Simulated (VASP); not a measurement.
# NaI (I4/mmm) in VASP: a series of runs

The runs below take NaI through single point, with r2SCAN.

All numbers are computed with VASP 6.6.1; they aren't measurements. Logs are shortened: lines on timing, memory, paths and dates and some standing lists are left out, and cuts for length are marked.

## Step 1: The cell of the first run

It takes space group I4/mmm (No. 139, tetragonal). Conventional cell: a = 4.527 Å, b = 4.527 Å, c = 6.506 Å, α = 90.00°, β = 90.00°, γ = 90.00°. Within 4.2 Å of Na (site symmetry 4/mmm) lie 6 I at 3.20 to 3.25 Å. Within 4.2 Å of I (site symmetry 4/mmm) lie 6 Na at 3.20 to 3.25 Å.

## Step 2: Single point, r2SCAN (in-plane strain -0.01)

File POSCAR:

```
NaI
1.0
    3.2010188824      3.2010188824      0.0000000000
   -3.2010188824      3.2010188824      0.0000000000
    0.0000000000      3.2010188824      3.2527525209
Na I
1 1
Direct
    0.0000000000      0.0000000000      0.0000000000
    0.5000000000      0.5000000000      0.0000000000
```

File INCAR.step1:

```
ALGO = Normal
EDIFF = 1E-4
ENCUT = 520
GGA = PE
ISMEAR = 0
LASPH = T
LCHARG = F
LREAL = F
LWAVE = T
NBANDS = 14
NELM = 80
PREC = Accurate
SIGMA = 0.01
```

File INCAR.step2:

```
ALGO = Normal
EDIFF = 1E-6
ENCUT = 520
ISIF = 2
ISMEAR = 0
ISTART = 1
LASPH = T
LCHARG = F
LMIXTAU = T
LREAL = F
LWAVE = F
METAGGA = R2SCAN
NBANDS = 14
NELM = 80
PREC = Accurate
SIGMA = 0.01
```

File KPOINTS:

```
k-points
0
Gamma
  6 6 6
```

Potentials or basis: VASP PAW PBE potentials, release 64 (Na_pv, I).

Command:

```sh
$ cat potpaw_PBE.64/Na_pv/POTCAR potpaw_PBE.64/I/POTCAR > POTCAR
$ cp INCAR.step1 INCAR
$ mpirun -np 1 vasp_std > vasp.out
$ cp INCAR.step2 INCAR
$ mpirun -np 1 vasp_std > vasp.out
```

OUTCAR:

```text
EDIFF = 1E-6
   ENCUT = 520
   ISIF = 2
   ISMEAR = 0
   ISTART = 1
   LASPH = T
   LREAL = F
   METAGGA = R2SCAN
   NELM = 80
   PREC = Accurate

 ion  position               nearest neighbor table
   1  0.000  0.000  0.000-
   2  0.500  0.500  0.000-

  LATTYP: Found a body centered tetragonal cell.
 ALAT       =     4.5269243169
 C/A-ratio  =     1.4370695391

  Lattice vectors:

 A1 = (   3.2010188824,   0.0000000000,  -3.2527525209)
 A2 = (  -3.2010188824,   0.0000000000,  -3.2527525209)
 A3 = (   0.0000000000,   3.2010188824,   3.2527525209)

Analysis of symmetry for initial positions (statically):
=====================================================================
 Subroutine PRICEL returns:
 Original cell was already a primitive cell.

 Routine SETGRP: Setting up the symmetry group for a
 body centered tetragonal supercell.

 Subroutine GETGRP returns: Found 16 space group operations
 (whereof 16 operations were pure point group operations)
 out of a pool of 16 trial point group operations.

The static configuration has the point symmetry D_4h.

Analysis of symmetry for dynamics (positions and initial velocities):
=====================================================================
 Subroutine PRICEL returns:
 Original cell was already a primitive cell.

 Routine SETGRP: Setting up the symmetry group for a
 body centered tetragonal supercell.

 Subroutine GETGRP returns: Found 16 space group operations
 (whereof 16 operations were pure point group operations)
 out of a pool of 16 trial point group operations.

The dynamic configuration has the point symmetry D_4h.

 Subroutine INISYM returns: Found 16 space group operations
 (whereof 16 operations are pure point group operations),
 and found     1 'primitive' translations

----------------------------------------------------------------------------------------

                                     Primitive cell

  volume of cell :      66.6588

  direct lattice vectors                    reciprocal lattice vectors
     3.201018882  3.201018882  0.000000000     0.156200266  0.156200266 -0.153715967
    -3.201018882  3.201018882  0.000000000    -0.156200266  0.156200266 -0.153715967
     0.000000000  3.201018882  3.252752521     0.000000000  0.000000000  0.307431935

  length of vectors
     4.526924317  4.526924317  4.563652139     0.269120130  0.269120130  0.307431935

  position of ions in fractional coordinates (direct lattice)
     0.000000000  0.000000000  0.000000000
     0.500000000  0.500000000  0.000000000

  ion indices of the primitive-cell ions
   primitive index   ion index
                 1           1
                 2           2

----------------------------------------------------------------------------------------

 KPOINTS: k-points

Automatic generation of k-mesh.
 Grid dimensions read from file:
 generate k-points for:    6    6    6

 Generating k-lattice:

  Cartesian coordinates                     Fractional coordinates (reciprocal lattice)
     0.026033378  0.026033378 -0.025619328     0.166666667  0.000000000 -0.000000000
    -0.026033378  0.026033378 -0.025619328     0.000000000  0.166666667 -0.000000000
     0.000000000  0.000000000  0.051238656     0.000000000  0.000000000  0.166666667

  Length of vectors
     0.044853355  0.044853355  0.051238656

  Shift w.r.t. Gamma in fractional coordinates (k-lattice)
     0.000000000  0.000000000  0.000000000

 Subroutine IBZKPT returns following result:
 ===========================================

 Found     30 irreducible k-points:

 Following reciprocal coordinates:
            Coordinates               Weight
  0.000000  0.000000  0.000000      1.000000
  0.166667  0.000000 -0.000000      8.000000
  0.333333  0.000000 -0.000000      8.000000
  0.500000  0.000000 -0.000000      4.000000
  0.166667  0.166667 -0.000000      8.000000
  0.333333  0.166667 -0.000000     16.000000
[... 16 lines left out ...]
 -0.333333 -0.333333  0.166667      4.000000
 -0.166667 -0.333333  0.166667     16.000000
 [... further k-points ...]
   k-points           NKPTS =     30   k-points in BZ     NKDIM =     30   number of bands    NBANDS=     14
   number of dos      NEDOS =    301   number of ions     NIONS =      2
   total plane-waves  NPLWV =  46656
   dimension x,y,z NGX =    36 NGY =   36 NGZ =   36
   dimension x,y,z NGXF=    72 NGYF=   72 NGZF=   72
   ions per type =               1   1
   NGX,Y,Z   is equivalent  to a cutoff of  13.22, 13.22, 13.11 a.u.
   NGXF,Y,Z  is equivalent  to a cutoff of  26.44, 26.44, 26.23 a.u.
 SYSTEM =  unknown system
   PREC   = accura    normal or accurate (medium, high low for compatibility)
   ISTART =      1    job   : 0-new  1-cont  2-samecut
   ICHARG =      0    charge: 1-file 2-atom 10-const
   ISPIN  =      1    spin polarized calculation?
   LNONCOLLINEAR =      F non collinear calculations
   LSORBIT =      F    spin-orbit coupling
   LASPH  =      T    aspherical Exc in radial PAW
   ENCUT  =  520.0 eV  38.22 Ry    6.18 a.u.   8.42  8.42  8.49*2*pi/ulx,y,z
   NELM   =     80;   NELMIN=  2; NELMDL=  0     # of ELM steps
   EDIFF  = 0.1E-05   stopping-criterion for ELM
   LREAL  =      F    real-space projection
   EDIFFG = 0.1E-04   stopping-criterion for IOM
   NSW    =      0    number of steps for IOM
   IBRION =     -1    ionic relax: 0-MD 1-quasi-New 2-CG
   NFREE  =      0    steps in history (QN), initial steepest desc. (CG)
   ISIF   =      2    stress and relaxation
   ISYM   =      2    0-nonsym 1-usesym 2-fastsym
   POTIM  = 0.5000    time-step for ionic-motion
   TEBEG  =    0.0;   TEEND  =   0.0 temperature during run
   PSTRESS=    0.0 pullay stress
   NELECT =      14.0000    total number of electrons
   NUPDOWN=      -1.0000    fix difference up-down
   EMIN   =  10.00;   EMAX   =-10.00  energy-range for DOS
   EFERMI =   0.00;   METHOD = LEGACY
   ISMEAR =     0;   SIGMA  =   0.01  broadening in eV -4-tet -1-fermi 0-gaus
   EFERMI_NEDOS =   21; number of points for ismear=-14 and -15
   IALGO  =     38    algorithm
   IMIX   =      4    mixing-type and parameters
     AMIX     =   0.40;   BMIX     =  1.00
     AMIX_MAG =   1.60;   BMIX_MAG =  1.00
  volume/ion in A,a.u.               =      33.33       224.92
  Fermi-wavevector in a.u.,A,eV,Ry     =   0.973117  1.838924 12.884125  0.946956
  Thomas-Fermi vector in A             =   2.103470
   LORBIT       =      0    0 simple, 1 ext, 2 COOP (PROOUT), +10 PAW based schemes
   METAGGA = R2SCAN    functional components
   LHFCALC =     F    Hartree Fock is set to
   AEXX    =    0.0000 exact exchange contribution
   IVDW    =     0    specifies the selected vdW correction
   LEPSILON=     F    determine dielectric tensor
   LRPA    =     F    only Hartree local field effects (RPA)
 non-spin polarized calculation
 Gauss-broadening in eV      SIGMA  =   0.01
  energy-cutoff  :      520.00
  volume of cell :       66.66
 maximum number of plane-waves:      1816
 NGX is ok and might be reduce to    36
   NGX = 17   NGY = 17   NGZ = 17

 number of electron      13.9999996 magnetization

 Free energy of the ion-electron system (eV)
  ---------------------------------------------------
  ext. energy  EPLUGINS =         0.00000000
  ---------------------------------------------------
  free energy    TOTEN  =       -31.08466854 eV

  energy without entropy =      -31.08466854  energy(sigma->0) =      -31.08466854

 E-fermi :   0.6614     XC(G=0):  -8.1411

 val. band max:        0.6107538127   @ k =   0.0000   0.0000   0.0000
 cond. band min:       5.0910758683   @ k =   0.0000   0.0000   0.0000
 fundamental gap:      4.4803220556
 Fermi energy:         0.6613871818

 k-point     1 :       0.0000    0.0000    0.0000
  band No.  band energies     occupation
      1     -22.6350      2.00000
      2     -22.6340      2.00000
      3     -22.6339      2.00000
      4     -10.7921      2.00000
      5       0.5934      2.00000
      6       0.5935      2.00000
      7       0.6108      2.00000
      8       5.0911      0.00000
      9       9.0041      0.00000
     10       9.1100      0.00000
     11       9.1100      0.00000
     12      10.8616      0.00000
     13      11.0431      0.00000
     14      11.7352      0.00000

 k-point     2 :       0.1667    0.0000   -0.0000
  band No.  band energies     occupation
      1     -22.6358      2.00000
      2     -22.6346      2.00000
      3     -22.6340      2.00000
      4     -10.7098      2.00000
      5      -0.1304      2.00000
      6       0.5168      2.00000
      7       0.5172      2.00000
      8       5.8789      0.00000
      9       8.6250      0.00000
     10       9.2505      0.00000
     11       9.3483      0.00000
     12      10.4523      0.00000
     13      10.5568      0.00000
     14      12.3766      0.00000

 k-point     3 :       0.3333    0.0000   -0.0000
  band No.  band energies     occupation
      1     -22.6385      2.00000
      2     -22.6350      2.00000
      3     -22.6341      2.00000
      4     -10.5348      2.00000
      5      -1.2028      2.00000
      6       0.3531      2.00000
      7       0.3731      2.00000
      8       6.3725      0.00000
      9       8.8690      0.00000
     10       9.0041      0.00000
     11       9.4871      0.00000
     12      11.5762      0.00000
     13      11.5771      0.00000
     14      11.6784      0.00000
[... 324 lines left out ...]
 k-point    23 :      -0.3333   -0.3333    0.1667
  band No.  band energies     occupation
      1     -22.6374      2.00000
      2     -22.6372      2.00000
      3     -22.6360      2.00000
      4     -10.3449      2.00000
      5      -1.1411      2.00000
      6      -0.5466      2.00000
      7      -0.3475      2.00000
      8       6.7214      0.00000
      9       7.5955      0.00000
     10       9.9450      0.00000
     11      10.1201      0.00000
     12      13.1637      0.00000
     13      14.0176      0.00000
     14      14.0789      0.00000

 k-point    24 :      -0.1667   -0.3333    0.1667
  band No.  band energies     occupation
      1     -22.6383      2.00000
      2     -22.6367      2.00000
      3     -22.6352      2.00000
      4     -10.3710      2.00000
      5      -1.1777      2.00000
      6      -0.6215      2.00000
      7      -0.0825      2.00000
      8       7.3917      0.00000
      9       7.9033      0.00000
     10       9.1612      0.00000
     11       9.8572      0.00000
     12      11.8541      0.00000
     13      13.3792      0.00000
     14      14.2835      0.00000

 [... further k-points ...]
[... 5 lines left out ...]
  --------------------------------------------------------------------------------------
  -------------------------------------------------------------------------------------
  Total        0.1145911      0.1145911     -0.0790025      0.0000000      0.0000000     -0.0000000
  in kB        2.7542538      2.7542538     -1.8988644      0.0000000      0.0000000     -0.0000000
  external PRESSURE =       1.2032144 kB  Pullay stress =       0.0000000 kB

 VOLUME and BASIS-vectors are now :
 -----------------------------------------------------------------------------
  energy-cutoff  :      520.00
  volume of cell :       66.66
      direct lattice vectors                 reciprocal lattice vectors
     3.201018882  3.201018882  0.000000000     0.156200266  0.156200266 -0.153715967
    -3.201018882  3.201018882  0.000000000    -0.156200266  0.156200266 -0.153715967
     0.000000000  3.201018882  3.252752521     0.000000000  0.000000000  0.307431935

 POSITION                                       TOTAL-FORCE (eV/Angst)
 -----------------------------------------------------------------------------------
      0.00000      0.00000      0.00000        -0.000000     -0.000000      0.000000
      0.00000      3.20102      0.00000         0.000000      0.000000      0.000000
 -----------------------------------------------------------------------------------
    total drift:                               -0.000000      0.000000     -0.000000

  FREE ENERGIE OF THE ION-ELECTRON SYSTEM (eV)
  ---------------------------------------------------
  free  energy   TOTEN  =       -31.0846685437 eV

  energy  without entropy=      -31.0846685437  energy(sigma->0) =      -31.08466854
```

It used 100 s of CPU time on 1 thread of AMD EPYC 7R13 Processor (Zen 3) (shared host).

What came out:

| Property | Result |
| --- | --- |
| Free energy | -31.0847 eV |
| Pressure | 0.1 GPa |
| Band gap on the k mesh | 4.48 eV, direct |

Caveat: the cell differs from its parent crystal (in-plane strain -0.01); the PAW data sets were made with another functional, which shifts forces and pressure a little; spin-orbit coupling is left out, which moves the levels of the heavy elements.

## Step 3: Single point, r2SCAN (in-plane strain -0.005, then relaxed in part)

File POSCAR:

```
NaI
1.0
    3.2171856444      3.2171856444      0.0000000000
   -3.2171856444      3.2171856444      0.0000000000
    0.0000000000      3.2171856444      3.2407539118
Na I
1 1
Direct
    0.0000000000      0.0000000000      0.0000000000
    0.5000000000      0.5000000000      0.0000000000
```

File INCAR.step1:

```
SYSTEM = NaI
ALGO = Normal
EDIFF = 1E-4
ENCUT = 520
GGA = PE
ISMEAR = 0
LASPH = .True.
LCHARG = .False.
LREAL = .False.
LWAVE = .True.
NBANDS = 14
NELM = 60
PREC = Accurate
SIGMA = 0.01
```

File INCAR.step2:

```
SYSTEM = NaI
ALGO = Normal
EDIFF = 1E-6
ENCUT = 520
ISIF = 2
ISMEAR = 0
ISTART = 1
LASPH = .True.
LCHARG = .False.
LMIXTAU = .True.
LREAL = .False.
LWAVE = .False.
METAGGA = R2SCAN
NBANDS = 14
NELM = 60
PREC = Accurate
SIGMA = 0.01
```

File KPOINTS:

```
k-points
0
Gamma
  6 6 6
  0 0 0
```

Potentials or basis: VASP PAW PBE potentials, release 64 (Na_pv, I).

Command:

```sh
$ cat potpaw_PBE.64/Na_pv/POTCAR potpaw_PBE.64/I/POTCAR > POTCAR
$ cp INCAR.step1 INCAR
$ mpirun -np 1 vasp_std > vasp.out
$ cp INCAR.step2 INCAR
$ mpirun -np 1 vasp_std > vasp.out
```

OUTCAR:

```text
SYSTEM = NaI
   EDIFF = 1E-6
   ENCUT = 520
   ISIF = 2
   ISMEAR = 0
   ISTART = 1
   LASPH = .True.
   LREAL = .False.
   METAGGA = R2SCAN
   NELM = 60
   PREC = Accurate

 ion  position               nearest neighbor table
   1  0.000  0.000  0.000-
   2  0.500  0.500  0.000-

  LATTYP: Found a body centered tetragonal cell.
 ALAT       =     4.5497875710
 C/A-ratio  =     1.4245737240

  Lattice vectors:

 A1 = (   3.2171856444,   0.0000000000,  -3.2407539118)
 A2 = (  -3.2171856444,   0.0000000000,  -3.2407539118)
 A3 = (   0.0000000000,   3.2171856444,   3.2407539118)

Analysis of symmetry for initial positions (statically):
=====================================================================
 Subroutine PRICEL returns:
 Original cell was already a primitive cell.

 Routine SETGRP: Setting up the symmetry group for a
 body centered tetragonal supercell.

 Subroutine GETGRP returns: Found 16 space group operations
 (whereof 16 operations were pure point group operations)
 out of a pool of 16 trial point group operations.

The static configuration has the point symmetry D_4h.

Analysis of symmetry for dynamics (positions and initial velocities):
=====================================================================
[... 170 lines left out ...]
      3     -22.6857      2.00000
      4     -10.8197      2.00000
      5       0.5514      2.00000
      6       0.5514      2.00000
      7       0.5596      2.00000
      8       5.0257      0.00000
      9       8.9969      0.00000
     10       9.0448      0.00000
     11       9.0448      0.00000
     12      10.8565      0.00000
     13      10.9383      0.00000
     14      11.6819      0.00000
[... 377 lines left out ...]
      1     -22.6897      2.00000
      2     -22.6882      2.00000
      3     -22.6870      2.00000
      4     -10.4056      2.00000
      5      -1.2040      2.00000
      6      -0.6551      2.00000
      7      -0.1166      2.00000
      8       7.3256      0.00000
      9       7.8369      0.00000
     10       9.0924      0.00000
     11       9.7873      0.00000
     12      11.7836      0.00000
     13      13.3074      0.00000
     14      14.2398      0.00000

 [... further k-points ...]
[... 5 lines left out ...]
  --------------------------------------------------------------------------------------
  -------------------------------------------------------------------------------------
  Total        0.0317500      0.0317500     -0.0584224      0.0000000      0.0000000     -0.0000000
  in kB        0.7582732      0.7582732     -1.3952813      0.0000000      0.0000000     -0.0000000
  external PRESSURE =       0.0404217 kB  Pullay stress =       0.0000000 kB

 VOLUME and BASIS-vectors are now :
 -----------------------------------------------------------------------------
  energy-cutoff  :      520.00
  volume of cell :       67.09
      direct lattice vectors                 reciprocal lattice vectors
     3.217185644  3.217185644  0.000000000     0.155415340  0.155415340 -0.154285087
    -3.217185644  3.217185644  0.000000000    -0.155415340  0.155415340 -0.154285087
     0.000000000  3.217185644  3.240753912     0.000000000  0.000000000  0.308570174

 POSITION                                       TOTAL-FORCE (eV/Angst)
 -----------------------------------------------------------------------------------
      0.00000      0.00000      0.00000        -0.000000     -0.000000      0.000000
      0.00000      3.21719      0.00000         0.000000      0.000000      0.000000
 -----------------------------------------------------------------------------------
    total drift:                               -0.000000      0.000000     -0.000000

  FREE ENERGIE OF THE ION-ELECTRON SYSTEM (eV)
  ---------------------------------------------------
  free  energy   TOTEN  =       -31.0856281544 eV

  energy  without entropy=      -31.0856281544  energy(sigma->0) =      -31.08562815
```

It used 100 s of CPU time on 1 thread of AMD EPYC 7R13 Processor (Zen 3), on a shared host.

What came out:

| Quantity | Value |
| --- | --- |
| Free energy | -31.0856 eV |
| Pressure | 0.0 GPa |
| Band gap on the k mesh | 4.47 eV, direct |

Caveat: the cell differs from its parent crystal (in-plane strain -0.005, then relaxed in part); the PAW data sets were made with another functional, which shifts forces and pressure a little; spin-orbit coupling is left out, which moves the levels of the heavy elements.

## Step 4: Single point, r2SCAN (in-plane strain -0.005)

POSCAR: that of step 3 with these lines changed.

```diff
@@ -4,3 +4,3 @@
    -3.2171856444      3.2171856444      0.0000000000
-    0.0000000000      3.2171856444      3.2407539118
+    0.0000000000      3.2171856444      3.2430524637
 Na I
```

INCAR.step1: that of step 3 with these lines changed.

```diff
@@ -11,3 +11,3 @@
 NBANDS = 14
-NELM = 60
+NELM = 80
 PREC = Accurate
```

File INCAR.step2:

```
SYSTEM = NaI
ALGO = Normal
EDIFF = 1E-6
ENCUT = 520
ISIF = 2
ISMEAR = 0
ISTART = 1
LASPH = .True.
LCHARG = .True.
LELF = .True.
LMIXTAU = .True.
LREAL = .False.
LVHAR = .True.
LWAVE = .False.
METAGGA = R2SCAN
NBANDS = 14
NELM = 80
PREC = Accurate
SIGMA = 0.01
```

KPOINTS is that of step 3.

Command:

```sh
$ cat potpaw_PBE.64/Na_pv/POTCAR potpaw_PBE.64/I/POTCAR > POTCAR
$ cp INCAR.step1 INCAR
$ mpirun -np 1 vasp_std > vasp.out
$ cp INCAR.step2 INCAR
$ mpirun -np 1 vasp_std > vasp.out
```

Wall time 2.9 min (1 thread of AMD EPYC 7R13 (Zen 3), shared host); peak memory 0.19 GiB.

Results (log left out):

| Item | Value |
| --- | --- |
| Free energy | -31.0856 eV |
| Pressure | 0.0 GPa |
| Band gap on the k mesh | 4.46 eV, direct |

Stress tensor (GPa, compression positive):
```
 0.07  0.00  0.00
 0.00  0.07  0.00
 0.00  0.00 -0.16
```

Levels at points of the mesh, in eV from the valence-band top:
| k point | band 5 | band 6 | band 7 | band 8 | band 9 | band 10 |
| --- | --- | --- | --- | --- | --- | --- |
| (0.00, 0.00, 0.00) | -0.01 | -0.01 | 0.00 | 4.46 | 8.43 | 8.49 |
| (0.50, 0.00, 0.00) | -2.23 | -0.32 | -0.30 | 5.69 | 8.04 | 8.11 |
| (0.50, 0.50, 0.00) | -1.97 | -0.80 | -0.77 | 5.22 | 5.99 | 10.81 |
| (0.00, 0.00, 0.50) | -1.97 | -0.77 | -0.77 | 5.24 | 6.01 | 10.75 |

Caveat: the cell differs from its parent crystal (in-plane strain -0.005); the PAW data sets were made with another functional, which shifts forces and pressure a little; spin-orbit coupling is left out, which moves the levels of the heavy elements.

(Part 1 of 2 ends here.)
